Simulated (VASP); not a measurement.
# AlNi (P4/mmm) in VASP: notebook

AlNi is run at these levels: PBEsol; tasks: single point.

All numbers are computed with VASP 6.6.1; they aren't measurements. Logs are shortened: lines on timing, memory, paths and dates and some standing lists are left out, and cuts for length are marked.

## Step 1: The cell of the first run

The structure is tetragonal, space group P4/mmm (No. 123). The conventional cell has a = 3.234 Å, b = 3.234 Å, c = 2.286 Å, α = 90.00°, β = 90.00°, γ = 90.00°. Al (site symmetry 4/mmm) has 2 Al at 2.29 Å and 8 Ni at 2.56 Å within 3.0 Å. Ni (site symmetry 4/mmm) has 2 Ni at 2.29 Å and 8 Al at 2.56 Å within 3.0 Å.

## Step 2: Single point, PBEsol

Input file INCAR:

```
PREC = Accurate ; ENCUT = 520
EDIFF = 1E-6 ; ISMEAR = 0
SIGMA = 0.15 ; LREAL = False
LASPH = True ; NELM = 100
ALGO = Fast ; ISIF = 2
LWAVE = False ; LCHARG = True
GGA = PS ; LELF = True
LVHAR = True ; NBANDS = 14
```

Input file KPOINTS:

```
regular mesh
0
Gamma
  18 18 18
```

Input file POSCAR:

```
AlNi
1.0
    3.2339759585      0.0000000000      0.0000000000
    0.0000000000      3.2339759585      0.0000000000
    0.0000000000      0.0000000000      2.2864210026
Al Ni
1 1
Direct
    0.0000000000      0.0000000000      0.0000000000
    0.5000000000      0.5000000000      0.5000000000
```

Potentials or basis: VASP PAW PBE potentials, release 64 (Al, Ni).

Launch:

```bash
cat potpaw_PBE.64/Al/POTCAR potpaw_PBE.64/Ni/POTCAR > POTCAR
mpirun -np 1 vasp_std > vasp.out
```

OUTCAR:

```text
PREC = Accurate
   ENCUT = 520
   EDIFF = 1E-6
   ISMEAR = 0
   LREAL = False
   LASPH = True
   NELM = 100
   ISIF = 2
   GGA = PS

 ion  position               nearest neighbor table
   1  0.000  0.000  0.000-   2 2.56   2 2.56   2 2.56   2 2.56   2 2.56   2 2.56   2 2.56   2 2.56

   2  0.500  0.500  0.500-   1 2.56   1 2.56   1 2.56   1 2.56   1 2.56   1 2.56   1 2.56   1 2.56

  LATTYP: Found a simple tetragonal cell.
 ALAT       =     3.2339759585
 C/A-ratio  =     0.7070000000

  Lattice vectors:

 A1 = (   3.2339759585,   0.0000000000,   0.0000000000)
 A2 = (   0.0000000000,   3.2339759585,   0.0000000000)
 A3 = (   0.0000000000,   0.0000000000,   2.2864210026)

Analysis of symmetry for initial positions (statically):
=====================================================================
 Subroutine PRICEL returns:
 Original cell was already a primitive cell.

 Routine SETGRP: Setting up the symmetry group for a
 simple tetragonal supercell.

 Subroutine GETGRP returns: Found 16 space group operations
 (whereof 16 operations were pure point group operations)
 out of a pool of 16 trial point group operations.

The static configuration has the point symmetry D_4h.

Analysis of symmetry for dynamics (positions and initial velocities):
=====================================================================
 Subroutine PRICEL returns:
 Original cell was already a primitive cell.

 Routine SETGRP: Setting up the symmetry group for a
 simple tetragonal supercell.

 Subroutine GETGRP returns: Found 16 space group operations
 (whereof 16 operations were pure point group operations)
 out of a pool of 16 trial point group operations.

The dynamic configuration has the point symmetry D_4h.

 Subroutine INISYM returns: Found 16 space group operations
 (whereof 16 operations are pure point group operations),
 and found     1 'primitive' translations

----------------------------------------------------------------------------------------

                                     Primitive cell

  volume of cell :      23.9128

  direct lattice vectors                    reciprocal lattice vectors
     3.233975958  0.000000000  0.000000000     0.309216894  0.000000000  0.000000000
     0.000000000  3.233975958  0.000000000     0.000000000  0.309216894  0.000000000
     0.000000000  0.000000000  2.286421003     0.000000000  0.000000000  0.437364772

  length of vectors
     3.233975958  3.233975958  2.286421003     0.309216894  0.309216894  0.437364772

  position of ions in fractional coordinates (direct lattice)
     0.000000000  0.000000000  0.000000000
     0.500000000  0.500000000  0.500000000

  ion indices of the primitive-cell ions
   primitive index   ion index
                 1           1
                 2           2

----------------------------------------------------------------------------------------

 KPOINTS: regular mesh

Automatic generation of k-mesh.
 Grid dimensions read from file:
 generate k-points for:   18   18   18

 Generating k-lattice:

  Cartesian coordinates                     Fractional coordinates (reciprocal lattice)
     0.017178716  0.000000000  0.000000000     0.055555556  0.000000000  0.000000000
     0.000000000  0.017178716  0.000000000     0.000000000  0.055555556  0.000000000
     0.000000000  0.000000000  0.024298043     0.000000000  0.000000000  0.055555556

  Length of vectors
     0.017178716  0.017178716  0.024298043

  Shift w.r.t. Gamma in fractional coordinates (k-lattice)
     0.000000000  0.000000000  0.000000000

 Subroutine IBZKPT returns following result:
 ===========================================

 Found    550 irreducible k-points:

 Following reciprocal coordinates:
            Coordinates               Weight
  0.000000  0.000000  0.000000      1.000000
  0.055556  0.000000  0.000000      4.000000
  0.111111  0.000000  0.000000      4.000000
  0.166667  0.000000  0.000000      4.000000
  0.222222  0.000000  0.000000      4.000000
  0.277778  0.000000  0.000000      4.000000
[... 16 lines left out ...]
  0.277778  0.111111  0.000000      8.000000
  0.333333  0.111111  0.000000      8.000000
 [... further k-points ...]
   k-points           NKPTS =    550   k-points in BZ     NKDIM =    550   number of bands    NBANDS=     14
   number of dos      NEDOS =    301   number of ions     NIONS =      2
   total plane-waves  NPLWV =  10368
   dimension x,y,z NGX =    24 NGY =   24 NGZ =   18
   dimension x,y,z NGXF=    48 NGYF=   48 NGZF=   36
   ions per type =               1   1
   NGX,Y,Z   is equivalent  to a cutoff of  12.34, 12.34, 13.09 a.u.
   NGXF,Y,Z  is equivalent  to a cutoff of  24.67, 24.67, 26.18 a.u.
 SYSTEM =  unknown system
   PREC   = accura    normal or accurate (medium, high low for compatibility)
   ISTART =      0    job   : 0-new  1-cont  2-samecut
   ICHARG =      2    charge: 1-file 2-atom 10-const
   ISPIN  =      1    spin polarized calculation?
   LNONCOLLINEAR =      F non collinear calculations
   LSORBIT =      F    spin-orbit coupling
   LASPH  =      T    aspherical Exc in radial PAW
   ENCUT  =  520.0 eV  38.22 Ry    6.18 a.u.   6.01  6.01  4.25*2*pi/ulx,y,z
   NELM   =    100;   NELMIN=  2; NELMDL= -5     # of ELM steps
   EDIFF  = 0.1E-05   stopping-criterion for ELM
   LREAL  =      F    real-space projection
   EDIFFG = 0.1E-04   stopping-criterion for IOM
   NSW    =      0    number of steps for IOM
   IBRION =     -1    ionic relax: 0-MD 1-quasi-New 2-CG
   NFREE  =      0    steps in history (QN), initial steepest desc. (CG)
   ISIF   =      2    stress and relaxation
   ISYM   =      2    0-nonsym 1-usesym 2-fastsym
   POTIM  = 0.5000    time-step for ionic-motion
   TEBEG  =    0.0;   TEEND  =   0.0 temperature during run
   PSTRESS=    0.0 pullay stress
   NELECT =      13.0000    total number of electrons
   NUPDOWN=      -1.0000    fix difference up-down
   EMIN   =  10.00;   EMAX   =-10.00  energy-range for DOS
   EFERMI =   0.00;   METHOD = LEGACY
   ISMEAR =     0;   SIGMA  =   0.15  broadening in eV -4-tet -1-fermi 0-gaus
   EFERMI_NEDOS =   21; number of points for ismear=-14 and -15
   IALGO  =     68    algorithm
   IMIX   =      4    mixing-type and parameters
     AMIX     =   0.40;   BMIX     =  1.00
     AMIX_MAG =   1.60;   BMIX_MAG =  1.00
  volume/ion in A,a.u.               =      11.96        80.69
  Fermi-wavevector in a.u.,A,eV,Ry     =   1.336122  2.524904 24.289410  1.785221
  Thomas-Fermi vector in A             =   2.464773
   LORBIT       =      0    0 simple, 1 ext, 2 COOP (PROOUT), +10 PAW based schemes
   GGA     = PS    functional components
   LHFCALC =     F    Hartree Fock is set to
   AEXX    =    0.0000 exact exchange contribution
   IVDW    =     0    specifies the selected vdW correction
   LEPSILON=     F    determine dielectric tensor
   LRPA    =     F    only Hartree local field effects (RPA)
 non-spin polarized calculation
 RMM-DIIS sequential band-by-band and
 Gauss-broadening in eV      SIGMA  =   0.15
  energy-cutoff  :      520.00
  volume of cell :       23.91
 maximum number of plane-waves:       660
   NGX = 13   NGY = 13   NGZ =  9

 number of electron      13.0000001 magnetization

 Free energy of the ion-electron system (eV)
  ---------------------------------------------------
  ext. energy  EPLUGINS =         0.00000000
  ---------------------------------------------------
  free energy    TOTEN  =       -10.54752504 eV

  energy without entropy =      -10.53846608  energy(sigma->0) =      -10.54299556

 E-fermi :   9.7979     XC(G=0): -12.1434

 val. band max:        9.7917255182   @ k =   0.3889   0.3889   0.0000
 cond. band min:       9.8071392465   @ k =   0.4444   0.3889   0.0000
 fundamental gap:      0.0154137283
 Fermi energy:         9.7978871240

 k-point     1 :       0.0000    0.0000    0.0000
  band No.  band energies     occupation
      1      -1.3104      2.00000
      2       6.1805      2.00000
      3       6.4882      2.00000
      4       7.7173      2.00000
      5       9.0538      2.00000
      6       9.0538      2.00000
      7      11.6662      0.00000
      8      11.6662      0.00000
      9      15.4532      0.00000
     10      16.3859      0.00000
     11      25.7447      0.00000
     12      25.9790      0.00000
     13      26.6627      0.00000
     14      26.6632      0.00000

 k-point     2 :       0.0556    0.0000    0.0000
  band No.  band energies     occupation
      1      -1.2657      2.00000
      2       6.1754      2.00000
      3       6.4746      2.00000
      4       7.6846      2.00000
      5       9.0504      2.00000
      6       9.0544      2.00000
      7      11.3238      0.00000
      8      11.7446      0.00000
      9      15.6543      0.00000
     10      16.6190      0.00000
     11      24.7699      0.00000
     12      26.0229      0.00000
     13      26.0230      0.00000
     14      27.7285      0.00000

 k-point     3 :       0.1111    0.0000    0.0000
  band No.  band energies     occupation
      1      -1.1321      2.00000
      2       6.1436      2.00000
      3       6.4361      2.00000
      4       7.5950      2.00000
      5       9.0403      2.00000
      6       9.0559      2.00000
      7      10.5845      0.00000
      8      11.9711      0.00000
      9      15.8358      0.00000
     10      17.4624      0.00000
     11      23.5131      0.00000
     12      25.1395      0.00000
     13      26.1546      0.00000
     14      28.4393      0.00000
[... 324 lines left out ...]
 k-point    23 :       0.2778    0.1111    0.0000
  band No.  band energies     occupation
      1      -0.0455      2.00000
      2       5.2671      2.00000
      3       6.3677      2.00000
      4       7.0338      2.00000
      5       8.9392      2.00000
      6       8.9885      2.00000
      7       9.0504      2.00000
      8      11.9728      0.00000
      9      17.0067      0.00000
     10      18.9980      0.00000
     11      21.7145      0.00000
     12      24.6093      0.00000
     13      27.2200      0.00000
     14      29.9217      0.00000

 k-point    24 :       0.3333    0.1111    0.0000
  band No.  band energies     occupation
      1       0.4158      2.00000
      2       4.6165      2.00000
      3       6.3972      2.00000
      4       6.9523      2.00000
      5       8.6733      2.00000
      6       8.9699      2.00000
      7       9.0532      2.00000
      8      12.4686      0.00000
      9      16.4772      0.00000
     10      18.7364      0.00000
     11      23.0987      0.00000
     12      23.9508      0.00000
     13      27.6698      0.00000
     14      30.4552      0.00000

 [... further k-points ...]

------------------------ aborting loop because EDIFF is reached ----------------------------------------

  FORCE on cell =-STRESS in cart. coord.  units (eV):
  Direction    XX          YY          ZZ          XY          YZ          ZX
  --------------------------------------------------------------------------------------
  -------------------------------------------------------------------------------------
  Total       -2.4060609     -2.4060609     10.1592346      0.0000000     -0.0000000      0.0000000
  in kB     -161.2083080   -161.2083080    680.6781269      0.0000000     -0.0000000      0.0000000
  external PRESSURE =     119.4205036 kB  Pullay stress =       0.0000000 kB

 VOLUME and BASIS-vectors are now :
 -----------------------------------------------------------------------------
  energy-cutoff  :      520.00
  volume of cell :       23.91
      direct lattice vectors                 reciprocal lattice vectors
     3.233975958  0.000000000  0.000000000     0.309216894  0.000000000  0.000000000
     0.000000000  3.233975958  0.000000000     0.000000000  0.309216894  0.000000000
     0.000000000  0.000000000  2.286421003     0.000000000  0.000000000  0.437364772

 POSITION                                       TOTAL-FORCE (eV/Angst)
 -----------------------------------------------------------------------------------
      0.00000      0.00000      0.00000         0.000000      0.000000      0.000000
      1.61699      1.61699      1.14321         0.000000      0.000000      0.000000
 -----------------------------------------------------------------------------------
    total drift:                                0.000000     -0.000000     -0.000000

  FREE ENERGIE OF THE ION-ELECTRON SYSTEM (eV)
  ---------------------------------------------------
  free  energy   TOTEN  =       -10.5475250449 eV

  energy  without entropy=      -10.5384660751  energy(sigma->0) =      -10.54299556
```

Run time: 2.6 min. Hardware: 1 thread of Intel Xeon 8259CL, shared host; peak memory 0.29 GiB.

Results:

```
Free energy            : -10.5475 eV
Pressure               : 11.9 GPa
Band gap on the k mesh : zero (an odd number of electrons rules out a gap without spin polarisation)
```

Levels at points of the mesh, in eV from the Fermi level:
```csv
k point,band 5,band 6,band 7,band 8,band 9,band 10
"(0.00, 0.00, 0.00)",-0.74,-0.74,1.87,1.87,5.66,6.59
"(0.50, 0.00, 0.00)",-1.33,-0.86,-0.73,6.04,6.09,6.75
"(0.50, 0.50, 0.00)",-1.40,-0.84,-0.84,-0.56,0.59,16.25
"(0.00, 0.00, 0.50)",-2.08,-1.59,1.08,7.92,7.92,9.30
"(0.50, 0.00, 0.50)",-2.03,-0.92,-0.54,3.62,3.65,10.83
"(0.50, 0.50, 0.50)",-0.51,2.28,2.56,2.56,3.14,4.48
```

Caveat: the cell stands under pressure; the PAW data sets were made with another functional, which shifts forces and pressure a little.

## Step 3: Single point, PBEsol

This run uses another cell than the first one, of the same volume but with other edges.

Input file INCAR:

```
SYSTEM = AlNi
  PREC = Accurate
  ENCUT = 520
  EDIFF = 1E-6
  ISMEAR = 0
  SIGMA = 0.15
  LREAL = .False.
  LASPH = .True.
  NELM = 60
  ALGO = Fast
  ISIF = 2
  LWAVE = .False.
  LCHARG = .True.
  GGA = PS
  LELF = .True.
  LVHAR = .True.
  NBANDS = 14
```

Input file KPOINTS:

```
regular mesh
0
Gamma
  18 18 18
  0 0 0
```

Input file POSCAR:

```
AlNi
1.0
    2.5668084192      0.0000000000      0.0000000000
    0.0000000000      2.5668084192      0.0000000000
    0.0000000000      0.0000000000      3.6294671048
Al Ni
1 1
Direct
    0.0000000000      0.0000000000      0.0000000000
    0.5000000000      0.5000000000      0.5000000000
```

Potentials or basis: VASP PAW PBE potentials, release 64 (Al, Ni).

Launch:

```bash
cat potpaw_PBE.64/Al/POTCAR potpaw_PBE.64/Ni/POTCAR > POTCAR
mpirun -np 1 vasp_std > vasp.out
```

OUTCAR:

```text
SYSTEM = AlNi
   PREC = Accurate
   ENCUT = 520
   EDIFF = 1E-6
   ISMEAR = 0
   LREAL = .False.
   LASPH = .True.
   NELM = 60
   ISIF = 2
   GGA = PS

 ion  position               nearest neighbor table
   1  0.000  0.000  0.000-   2 2.57   2 2.57   2 2.57   2 2.57   2 2.57   2 2.57   2 2.57   2 2.57

   2  0.500  0.500  0.500-   1 2.57   1 2.57   1 2.57   1 2.57   1 2.57   1 2.57   1 2.57   1 2.57

  LATTYP: Found a simple tetragonal cell.
 ALAT       =     2.5668084192
 C/A-ratio  =     1.4140000000

  Lattice vectors:

[... 598 lines left out ...]

  FORCE on cell =-STRESS in cart. coord.  units (eV):
  Direction    XX          YY          ZZ          XY          YZ          ZX
  --------------------------------------------------------------------------------------
  -------------------------------------------------------------------------------------
  Total        0.9514655      0.9514655     -1.9719821      0.0000000     -0.0000000     -0.0000000
  in kB       63.7490720     63.7490720   -132.1246273      0.0000000     -0.0000000     -0.0000000
  external PRESSURE =      -1.5421611 kB  Pullay stress =       0.0000000 kB

 VOLUME and BASIS-vectors are now :
 -----------------------------------------------------------------------------
  energy-cutoff  :      520.00
  volume of cell :       23.91
      direct lattice vectors                 reciprocal lattice vectors
     2.566808419  0.000000000  0.000000000     0.389588873  0.000000000  0.000000000
     0.000000000  2.566808419  0.000000000     0.000000000  0.389588873  0.000000000
     0.000000000  0.000000000  3.629467105     0.000000000  0.000000000  0.275522541

 POSITION                                       TOTAL-FORCE (eV/Angst)
 -----------------------------------------------------------------------------------
      0.00000      0.00000      0.00000         0.000000      0.000000      0.000000
      1.28340      1.28340      1.81473         0.000000      0.000000      0.000000
 -----------------------------------------------------------------------------------
    total drift:                               -0.000000      0.000000      0.000000

  FREE ENERGIE OF THE ION-ELECTRON SYSTEM (eV)
  ---------------------------------------------------
  free  energy   TOTEN  =       -11.2832414330 eV

  energy  without entropy=      -11.2713382963  energy(sigma->0) =      -11.27728986
```

OSZICAR:

```text
N       E                     dE             d eps       ncg     rms          rms(c)
DAV:   1     0.392582609910E+02    0.39258E+02   -0.53677E+03 15608   0.969E+02
DAV:   2    -0.114707046181E+02   -0.50729E+02   -0.45768E+02 16576   0.179E+02
DAV:   3    -0.132282625570E+02   -0.17576E+01   -0.17406E+01 18930   0.369E+01
DAV:   4    -0.132518292905E+02   -0.23567E-01   -0.23561E-01 18558   0.389E+00
DAV:   5    -0.132525292596E+02   -0.69997E-03   -0.69995E-03 19496   0.728E-01    0.139E+01
RMM:   6    -0.165193046888E+02   -0.32668E+01   -0.19339E+01 18832   0.557E+01    0.211E+01
RMM:   7    -0.113334668416E+02    0.51858E+01   -0.50853E+00 17216   0.274E+01    0.126E+00
RMM:   8    -0.112956126121E+02    0.37854E-01   -0.16311E-01 16313   0.427E+00    0.881E-01
RMM:   9    -0.112855995100E+02    0.10013E-01   -0.26947E-02 17132   0.911E-01    0.458E-01
RMM:  10    -0.112835499476E+02    0.20496E-02   -0.46389E-03 18662   0.787E-01    0.207E-01
RMM:  11    -0.112832647925E+02    0.28516E-03   -0.87347E-04 20469   0.360E-01    0.883E-02
RMM:  12    -0.112833020573E+02   -0.37265E-04   -0.33315E-04 20869   0.198E-01    0.886E-02
RMM:  13    -0.112832376135E+02    0.64444E-04   -0.11415E-04 19363   0.118E-01    0.497E-03
RMM:  14    -0.112832408375E+02   -0.32240E-05   -0.35755E-05 21198   0.392E-02    0.719E-03
RMM:  15    -0.112832414330E+02   -0.59552E-06   -0.49792E-06 15448   0.161E-02
   1 F= -.11283241E+02 E0= -.11277290E+02  d E =-.119031E-01
```

Wall time 4.3 min (1 thread of Intel Xeon 8259CL, shared host); peak memory 0.29 GiB.

Results:

- Free energy: -11.2832 eV
- Pressure: -0.2 GPa
- Band gap on the k mesh: zero (an odd number of electrons rules out a gap without spin polarisation)

Caveat: the PAW data sets were made with another functional, which shifts forces and pressure a little. Spin polarisation is off, so any magnetic state and its effect on volume and gap are missing.

[end of part 1 of 2]
